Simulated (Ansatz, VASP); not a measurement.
## One calculation of As3Ru, two programs

The input INCAR:

```
PREC     = Accurate       # precision mode
ENCUT    = 600            # plane-wave cutoff, eV
EDIFF    = 1E-6           # SCF threshold, eV
ISMEAR   = 0              # smearing method
SIGMA    = 0.1            # smearing width, eV
LREAL    = F              # projectors in reciprocal space
LASPH    = T              # aspherical terms in the spheres
NELM     = 80             # most SCF steps
ALGO     = Normal         # electronic algorithm
ISIF     = 3              # what is computed and relaxed
LWAVE    = F              # write WAVECAR
LCHARG   = F              # write CHGCAR
GGA      = PE             # functional
IBRION   = 2              # ionic algorithm
NSW      = 90             # ionic steps
EDIFFG   = -0.04          # ionic threshold
```

KPOINTS

```
Automatic mesh
0
Gamma
  4 4 4
```

Contents of POSCAR:

```
As3Ru
1.0
    3.2760520167     -4.8967822414      0.0000000000
    3.2760520167      4.8967822414      0.0000000000
    0.0000000000      0.0000000000      4.4231083823
As Ru
6 2
Direct
    0.1751000000      0.8249000000      0.2500000000
    0.8249000000      0.1751000000      0.7500000000
    0.1179000000      0.3079000000      0.2500000000
    0.8821000000      0.6921000000      0.7500000000
    0.3079000000      0.1179000000      0.7500000000
    0.6921000000      0.8821000000      0.2500000000
    0.6321000000      0.3679000000      0.2500000000
    0.3679000000      0.6321000000      0.7500000000
```

Input for Ansatz:

```yaml
crystal:
  lattice:
    - [3.2760520167, -4.8967822414, 0.0]
    - [3.2760520167, 4.8967822414, 0.0]
    - [0.0, 0.0, 4.4231083823]
  atoms:
    - { symbol: As, position: [0.1751, 0.8249, 0.25] }
    - { symbol: As, position: [0.8249, 0.1751, 0.75] }
    - { symbol: As, position: [0.1179, 0.3079, 0.25] }
    - { symbol: As, position: [0.8821, 0.6921, 0.75] }
    - { symbol: As, position: [0.3079, 0.1179, 0.75] }
    - { symbol: As, position: [0.6921, 0.8821, 0.25] }
    - { symbol: Ru, position: [0.6321, 0.3679, 0.25] }
    - { symbol: Ru, position: [0.3679, 0.6321, 0.75] }
basis:
  ecutwfc: 420
kpoints:
  mp_grid: { grid: [4, 4, 4] }
hamiltonian:
  xc: pbe
scf:
  occupations: { method: gaussian, width: 0.1 }
  lower_state_search: "off"
output:
  forces: true
  stress: true
  eigenvalues: true
relax:
  adjacent_minimum: "off"
  f_tol: 0.04
  max_steps: 70
  cell: { stress_tol: 0.4 }
```

Alike in both runs: task relaxation of cell and atoms; functional PBE; k mesh 4 × 4 × 4; occupations gaussian, width 0.1 eV; no spin polarisation.

|  | VASP | Ansatz |
| --- | --- | --- |
| version | VASP 6.6.1 | Ansatz 0.2.0 |
| potentials or method | VASP PAW PBE potentials, release 64 (As, Ru_pv), cutoff 600 eV | scalar-relativistic, plane waves, PAW |
| valence electrons in the cell | 58 | 122 |

VASP gave:

```
gap on the k mesh at the Fermi level, each at its own relaxed structure (eV) : none
relaxed volume (Å³/atom)                                                     : 22.82
relaxed length of the cell vector where the two differ most in proportion (Å)              : 6.830
```

Estimate Ansatz's values.

gap on the k mesh at the Fermi level, each at its own relaxed structure (eV): none; relaxed volume (Å³/atom): 23.35; relaxed length of the cell vector where the two differ most in proportion (Å): 7.023.

A gap of «none» marks a metal or a gap that the smearing closes. VASP's potentials hold 58 valence electrons a cell and Ansatz's 122, so a difference there can come from the potentials and not from the codes.

Noted on VASP's run: the volume moved by over 15 % at a fixed basis, so the end points are rough.
